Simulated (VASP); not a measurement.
Here is a VASP 6.6.1 calculation.

Contents of INCAR:

```
SYSTEM = Co
PREC = Accurate
ENCUT = 600
EDIFF = 1E-8
ISMEAR = -1
SIGMA = 0.05
LREAL = .False.
LASPH = .True.
NELM = 200
ALGO = Normal
ISIF = 2
LWAVE = .False.
LCHARG = .False.
ISPIN = 2
MAGMOM = 2 2
LORBIT = 11
LMAXMIX = 4
GGA = PE
NBANDS = 20
IBRION = 8
NSW = 1
GGA_COMPAT = .False.
```

File KPOINTS:

```
Automatic mesh
0
Gamma
  9 9 5
  0 0 0
```

File POSCAR:

```
Co
1.0
    2.4873648738      0.0000000000      0.0000000000
   -1.2436824369      2.1541211692      0.0000000000
    0.0000000000      0.0000000000      4.0632895034
Co
2
Direct
    0.3333333333      0.6666666667      0.7401390000
    0.6666666667      0.3333333333      0.2598610000
```

Potentials or basis: VASP PAW PBE potentials, release 64 (Co).

The run is started by

```sh
$ cat potpaw_PBE.64/Co/POTCAR > POTCAR
$ mpirun -np 1 vasp_std > vasp.out
```

(1) Estimate the highest phonon frequency at Γ.

(2) Estimate the site moments.

(3) Estimate the net moment.

Answers

(1) 263 cm⁻¹.

(2) Co +1.57 μB.

(3) 3.09 μB per cell.

Caveat: the cell stands under pressure or tension, which shifts response properties.
